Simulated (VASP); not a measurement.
# Sn (Immm) in VASP: further runs, part 2 of 2

VASP 6.6.1. The steps go on from the part before.

## Step 3: Single point, PBEsol+D3(BJ) (volume scaled by 0.97, then relaxed in part)

The input, INCAR:

```
SYSTEM = Sn
ALGO = Fast
EDIFF = 1E-6
ENCUT = 520
GGA = PS
ISIF = 2
ISMEAR = 0
IVDW = 12
LASPH = .True.
LCHARG = .False.
LREAL = .False.
LWAVE = .False.
NBANDS = 13
NELM = 80
PREC = Accurate
SIGMA = 0.1
```

The input, KPOINTS:

```
k-points
0
Gamma
  16 16 16
  0 0 0
```

The input, POSCAR:

```
Sn
1.0
   -1.8037461557      1.7129778281      1.9667541532
    1.8037461557     -1.7129778281      1.9667541532
    1.8037461557      1.7129778281     -1.9667541532
Sn
1
Direct
    0.0000000000      0.0000000000      0.0000000000
```

Potentials or basis: VASP PAW PBE potentials, release 64 (Sn_d).

The run is started by

```console
$ cat potpaw_PBE.64/Sn_d/POTCAR > POTCAR
$ mpirun -np 1 vasp_std > vasp.out
```

OUTCAR:

```text
SYSTEM = Sn
   EDIFF = 1E-6
   ENCUT = 520
   GGA = PS
   ISIF = 2
   ISMEAR = 0
   IVDW = 12
   LASPH = .True.
   LREAL = .False.
   NELM = 80
   PREC = Accurate
 IVDW          = 12

 ion  position               nearest neighbor table
   1  0.000  0.000  0.000-

  LATTYP: Found a body centered orthorhombic cell.
 ALAT       =     3.4259556562
 B/A-ratio  =     1.0529886179
 C/A-ratio  =     1.1481492177

  Lattice vectors:

 A1 = (   1.8037461557,  -1.7129778281,  -1.9667541532)
 A2 = (  -1.8037461557,   1.7129778281,  -1.9667541532)
 A3 = (   1.8037461557,   1.7129778281,   1.9667541532)

Analysis of symmetry for initial positions (statically):
=====================================================================
 Subroutine PRICEL returns:
 Original cell was already a primitive cell.

 Routine SETGRP: Setting up the symmetry group for a
 body centered orthorhombic supercell.

 Subroutine GETGRP returns: Found  8 space group operations
 (whereof  8 operations were pure point group operations)
 out of a pool of  8 trial point group operations.

The static configuration has the point symmetry D_2h.

Analysis of symmetry for dynamics (positions and initial velocities):
=====================================================================
 Subroutine PRICEL returns:
 Original cell was already a primitive cell.

 Routine SETGRP: Setting up the symmetry group for a
 body centered orthorhombic supercell.

 Subroutine GETGRP returns: Found  8 space group operations
 (whereof  8 operations were pure point group operations)
 out of a pool of  8 trial point group operations.

The dynamic configuration has the point symmetry D_2h.

 Subroutine INISYM returns: Found  8 space group operations
 (whereof  8 operations are pure point group operations),
 and found     1 'primitive' translations

----------------------------------------------------------------------------------------

                                     Primitive cell

  volume of cell :      24.3073

  direct lattice vectors                    reciprocal lattice vectors
    -1.803746156  1.712977828  1.966754153     0.000000000  0.291889359  0.254225979
     1.803746156 -1.712977828  1.966754153     0.277200868  0.000000000  0.254225979
     1.803746156  1.712977828 -1.966754153     0.277200868  0.291889359  0.000000000

  length of vectors
     3.171106295  3.171106295  3.171106295     0.387079121  0.376126534  0.402541574

  position of ions in fractional coordinates (direct lattice)
     0.000000000  0.000000000  0.000000000

  ion indices of the primitive-cell ions
   primitive index   ion index
                 1           1

----------------------------------------------------------------------------------------

 KPOINTS: k-points

Automatic generation of k-mesh.
 Grid dimensions read from file:
 generate k-points for:   16   16   16

 Generating k-lattice:

  Cartesian coordinates                     Fractional coordinates (reciprocal lattice)
     0.000000000  0.018243085  0.015889124     0.062500000  0.000000000  0.000000000
     0.017325054  0.000000000  0.015889124    -0.000000000  0.062500000  0.000000000
     0.017325054  0.018243085  0.000000000    -0.000000000  0.000000000  0.062500000

  Length of vectors
     0.024192445  0.023507908  0.025158848

  Shift w.r.t. Gamma in fractional coordinates (k-lattice)
     0.000000000  0.000000000  0.000000000

 Subroutine IBZKPT returns following result:
 ===========================================

 Found    621 irreducible k-points:

 Following reciprocal coordinates:
            Coordinates               Weight
  0.000000  0.000000  0.000000      1.000000
  0.062500  0.000000  0.000000      4.000000
  0.125000  0.000000  0.000000      4.000000
  0.187500  0.000000  0.000000      4.000000
  0.250000  0.000000  0.000000      4.000000
  0.312500 -0.000000  0.000000      4.000000
[... 16 lines left out ...]
 -0.187500  0.062500  0.000000      8.000000
 -0.125000  0.062500  0.000000      8.000000
 [... further k-points ...]
   k-points           NKPTS =    621   k-points in BZ     NKDIM =    621   number of bands    NBANDS=     13
   number of dos      NEDOS =    301   number of ions     NIONS =      1
   total plane-waves  NPLWV =  13824
   dimension x,y,z NGX =    24 NGY =   24 NGZ =   24
   dimension x,y,z NGXF=    48 NGYF=   48 NGZF=   48
   ions per type =               1
   NGX,Y,Z   is equivalent  to a cutoff of  12.58, 12.58, 12.58 a.u.
   NGXF,Y,Z  is equivalent  to a cutoff of  25.16, 25.16, 25.16 a.u.
 SYSTEM =  Sn
   PREC   = accura    normal or accurate (medium, high low for compatibility)
   ISTART =      0    job   : 0-new  1-cont  2-samecut
   ICHARG =      2    charge: 1-file 2-atom 10-const
   ISPIN  =      1    spin polarized calculation?
   LNONCOLLINEAR =      F non collinear calculations
   LSORBIT =      F    spin-orbit coupling
   LASPH  =      T    aspherical Exc in radial PAW
   ENCUT  =  520.0 eV  38.22 Ry    6.18 a.u.   5.90  5.90  5.90*2*pi/ulx,y,z
   NELM   =     80;   NELMIN=  2; NELMDL= -5     # of ELM steps
   EDIFF  = 0.1E-05   stopping-criterion for ELM
   LREAL  =      F    real-space projection
   EDIFFG = 0.1E-04   stopping-criterion for IOM
   NSW    =      0    number of steps for IOM
   IBRION =     -1    ionic relax: 0-MD 1-quasi-New 2-CG
   NFREE  =      0    steps in history (QN), initial steepest desc. (CG)
   ISIF   =      2    stress and relaxation
   ISYM   =      2    0-nonsym 1-usesym 2-fastsym
   POTIM  = 0.5000    time-step for ionic-motion
   TEBEG  =    0.0;   TEEND  =   0.0 temperature during run
   PSTRESS=    0.0 pullay stress
   NELECT =      14.0000    total number of electrons
   NUPDOWN=      -1.0000    fix difference up-down
   EMIN   =  10.00;   EMAX   =-10.00  energy-range for DOS
   EFERMI =   0.00;   METHOD = LEGACY
   ISMEAR =     0;   SIGMA  =   0.10  broadening in eV -4-tet -1-fermi 0-gaus
   EFERMI_NEDOS =   21; number of points for ismear=-14 and -15
   IALGO  =     68    algorithm
   IMIX   =      4    mixing-type and parameters
     AMIX     =   0.40;   BMIX     =  1.00
     AMIX_MAG =   1.60;   BMIX_MAG =  1.00
  volume/ion in A,a.u.               =      24.31       164.03
  Fermi-wavevector in a.u.,A,eV,Ry     =   1.362088  2.573973 25.242660  1.855283
  Thomas-Fermi vector in A             =   2.488608
   LORBIT       =      0    0 simple, 1 ext, 2 COOP (PROOUT), +10 PAW based schemes
   GGA     = PS    functional components
   LHFCALC =     F    Hartree Fock is set to
   AEXX    =    0.0000 exact exchange contribution
   IVDW    =    12    specifies the selected vdW correction
   LEPSILON=     F    determine dielectric tensor
   LRPA    =     F    only Hartree local field effects (RPA)
 non-spin polarized calculation
 RMM-DIIS sequential band-by-band and
 Gauss-broadening in eV      SIGMA  =   0.10
  energy-cutoff  :      520.00
  volume of cell :       24.31
 maximum number of plane-waves:       676
   NGX = 11   NGY = 11   NGZ = 11

 number of electron      14.0000001 magnetization

 Free energy of the ion-electron system (eV)
  ---------------------------------------------------
  ext. energy  EPLUGINS =         0.00000000
  ---------------------------------------------------
  free energy    TOTEN  =        -4.20882216 eV

  energy without entropy =       -4.20643772  energy(sigma->0) =       -4.20762994

 E-fermi :   9.3735     XC(G=0): -11.0391

 val. band max:        9.3723256415   @ k =  -0.3125  -0.0625   0.0625
 cond. band min:       9.3807458031   @ k =   0.4375  -0.3750   0.1875
 fundamental gap:      0.0084201617
 Fermi energy:         9.3734560024

 k-point     1 :       0.0000    0.0000    0.0000
  band No.  band energies     occupation
      1     -12.1940      2.00000
      2     -12.1651      2.00000
      3     -12.1344      2.00000
      4     -12.0302      2.00000
      5     -11.9566      2.00000
      6      -2.6136      2.00000
      7      17.8861      0.00000
      8      17.9815      0.00000
      9      18.8349      0.00000
     10      20.9544      0.00000
     11      21.7301      0.00000
     12      22.4730      0.00000
     13      22.8880      0.00000
[... 353 lines left out ...]
 k-point    24 :      -0.1250    0.0625    0.0000
  band No.  band energies     occupation
      1     -12.1867      2.00000
      2     -12.1537      2.00000
      3     -12.1237      2.00000
      4     -12.0220      2.00000
      5     -11.9647      2.00000
      6      -2.3123      2.00000
      7      16.2813      0.00000
      8      17.1606      0.00000
      9      17.5154      0.00000
     10      20.0569      0.00000
     11      20.5020      0.00000
     12      22.1417      0.00000
     13      22.4416      0.00000

 [... further k-points ...]

------------------------ aborting loop because EDIFF is reached ----------------------------------------

 Edisp (eV)   -0.43754

 E8    (eV) :    -0.3088

  FORCE on cell =-STRESS in cart. coord.  units (eV):
  Direction    XX          YY          ZZ          XY          YZ          ZX
  --------------------------------------------------------------------------------------
  -------------------------------------------------------------------------------------
  Total       0.31889     0.31144     0.29523     0.00000     0.00000     0.00000
  in kB      21.01921    20.52837    19.45954     0.00000     0.00000     0.00000
  external pressure =       20.34 kB  Pullay stress =        0.00 kB

 VOLUME and BASIS-vectors are now :
 -----------------------------------------------------------------------------
  energy-cutoff  :      520.00
  volume of cell :       24.31
      direct lattice vectors                 reciprocal lattice vectors
    -1.803746156  1.712977828  1.966754153     0.000000000  0.291889359  0.254225979
     1.803746156 -1.712977828  1.966754153     0.277200868  0.000000000  0.254225979
     1.803746156  1.712977828 -1.966754153     0.277200868  0.291889359  0.000000000

 POSITION                                       TOTAL-FORCE (eV/Angst)
 -----------------------------------------------------------------------------------
      0.00000      0.00000      0.00000        -0.000000     -0.000000      0.000000
 -----------------------------------------------------------------------------------
    total drift:                               -0.000000      0.000000     -0.000000

  FREE ENERGIE OF THE ION-ELECTRON SYSTEM (eV)
  ---------------------------------------------------
  free  energy   TOTEN  =        -4.6463592945 eV

  energy  without entropy=       -4.6439748507  energy(sigma->0) =       -4.64516707
```

OSZICAR:

```text
N       E                     dE             d eps       ncg     rms          rms(c)
DAV:   1     0.804035830235E+02    0.80404E+02   -0.71400E+03 16613   0.167E+03
DAV:   2     0.120690965551E+01   -0.79197E+02   -0.76445E+02 17106   0.343E+02
DAV:   3    -0.412819228089E+01   -0.53351E+01   -0.53136E+01 19149   0.722E+01
DAV:   4    -0.423183157786E+01   -0.10364E+00   -0.10362E+00 19178   0.106E+01
DAV:   5    -0.423513953329E+01   -0.33080E-02   -0.33079E-02 20741   0.187E+00    0.167E+00
RMM:   6    -0.421554425357E+01    0.19595E-01   -0.15786E-02 20548   0.170E+00    0.937E-01
RMM:   7    -0.420909232129E+01    0.64519E-02   -0.11227E-02 20356   0.129E+00    0.134E-01
RMM:   8    -0.420879129898E+01    0.30102E-03   -0.11562E-03 23050   0.435E-01    0.371E-02
RMM:   9    -0.420881856421E+01   -0.27265E-04   -0.30302E-04 25248   0.162E-01    0.308E-02
RMM:  10    -0.420882155751E+01   -0.29933E-05   -0.42236E-05 22084   0.955E-02    0.166E-02
RMM:  11    -0.420882153021E+01    0.27299E-07   -0.22130E-05 23764   0.520E-02    0.275E-03
RMM:  12    -0.420882216088E+01   -0.63067E-06   -0.66234E-06 18294   0.234E-02
   1 F= -.46463593E+01 E0= -.46451671E+01  d E =-.238444E-02
```

stdout:

```text
POSCAR found type information on POSCAR Sn
 POSCAR found :  1 types and       1 ions
 scaLAPACK will be used
 -----------------------------------------------------------------------------
|                                                                             |
|                                                                             |
|     You enforced a specific xc type in the INCAR file but a different       |
|     I HOPE YOU KNOW WHAT YOU ARE DOING!                                     |
|                                                                             |
 -----------------------------------------------------------------------------

 LDA part: xc-table for (Slater+PW92), standard interpolation
 POSCAR, INCAR and KPOINTS ok, starting setup
 FFT: planning ... GRIDC
 FFT: planning ... GRID_SOFT
 FFT: planning ... GRID
 WAVECAR not read
 entering main loop
WARNING in EDDRMM: call to ZHEGV failed, returncode =   8  4     10
WARNING in EDDRMM: call to ZHEGV failed, returncode =   8  4     12
WARNING in EDDRMM: call to ZHEGV failed, returncode =   6  3     13
WARNING in EDDRMM: call to ZHEGV failed, returncode =   6  3     10
WARNING in EDDRMM: call to ZHEGV failed, returncode =   6  3     13
WARNING in EDDRMM: call to ZHEGV failed, returncode =   6  3     12
```

Run time: 43 s. Hardware: 1 thread of Intel Xeon 6975P-C (Granite Rapids), shared host; peak memory 0.29 GiB.

What came out:

| Property | Result |
| --- | --- |
| Free energy | -4.6464 eV |
| Pressure | 2.0 GPa |
| Band gap on the k mesh | zero (band 7 reaches 17.89 eV, above the bottom of band 8 at 6.68 eV) |
| Dispersion energy per atom | -0.438 eV |

Stress tensor (GPa, compression positive):
```
2.10 0.00 0.00
0.00 2.05 0.00
0.00 0.00 1.95
```

Caveat: the PAW data sets were made with another functional, which shifts forces and pressure a little; spin-orbit coupling is left out, which moves the levels of the heavy elements; pairwise dispersion overbinds metals, which lowers pressure and volume.
